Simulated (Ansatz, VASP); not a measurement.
**B in VASP and in Ansatz**

INCAR

```
SYSTEM = B
PREC     = Accurate       ! precision mode
ENCUT    = 520            ! plane-wave cutoff, eV
EDIFF    = 1E-6           ! SCF threshold, eV
ISMEAR   = -1             ! smearing method
SIGMA    = 0.1            ! smearing width, eV
LREAL    = .False.        ! projectors in reciprocal space
LASPH    = .True.         ! aspherical terms in the spheres
NELM     = 80             ! most SCF steps
ALGO     = Normal         ! electronic algorithm
ISIF     = 2              ! what is computed and relaxed
LWAVE    = .False.        ! write WAVECAR
LCHARG   = .False.        ! write CHGCAR
GGA      = B5             ! functional
ALDAX    = 1.0          
AGGAX    = 1.0          
AGGAC    = 1.0          
ALDAC    = 0.0          
NBANDS   = 10             ! bands
```

Contents of KPOINTS:

```
Automatic mesh
0
Gamma
  15 15 15
  0 0 0
```

Contents of POSCAR:

```
B
1.0
    0.0000000000      1.9881593908      1.9881593908
    1.9881593908      0.0000000000      1.9881593908
    1.9881593908      1.9881593908      0.0000000000
B
2
Direct
    0.1250000000      0.1250000000      0.1250000000
    0.8750000000      0.8750000000      0.8750000000
```

Input for Ansatz:

```yaml
crystal:
  lattice:
    - [0.0, 1.9881593908, 1.9881593908]
    - [1.9881593908, 0.0, 1.9881593908]
    - [1.9881593908, 1.9881593908, 0.0]
  atoms:
    - { symbol: B, position: [0.125, 0.125, 0.125] }
    - { symbol: B, position: [0.875, 0.875, 0.875] }
hamiltonian:
  xc: blyp
  pseudopotentials:
    kind: paw
    azcp:
      B: "pseudopotentials/B.paw.azcp"
basis:
  ecutwfc: 420
  fft_grid_basis: typed
kpoints:
  mp_grid: { grid: [15, 15, 15], shift: [0, 0, 0] }
magnetization:
  spin_polarized: false
scf:
  occupations: { method: fermi_dirac, width: 0.1 }
  lower_state_search: "off"
output:
  stress: true
```

Alike in both runs: task single point; functional BLYP; k mesh 15 × 15 × 15; occupations fermi-dirac, width 0.1 eV; no spin polarisation.

|  | VASP | Ansatz |
| --- | --- | --- |
| version | VASP 6.6.1 | Ansatz 0.2.0 |
| potentials or method | VASP PAW PBE potentials, release 64 (B), cutoff 520 eV | plane waves (420 eV) with PAW, scalar-relativistic |
| valence electrons in the cell | 6 | 6 |

```tsv
	VASP	Ansatz	Ansatz less VASP
pressure (GPa)	15.9	15.8	-0.07
```

VASP's potentials were made for PBE, not for BLYP. The functional is the same, so the differences come from potentials, cutoffs and numerics.
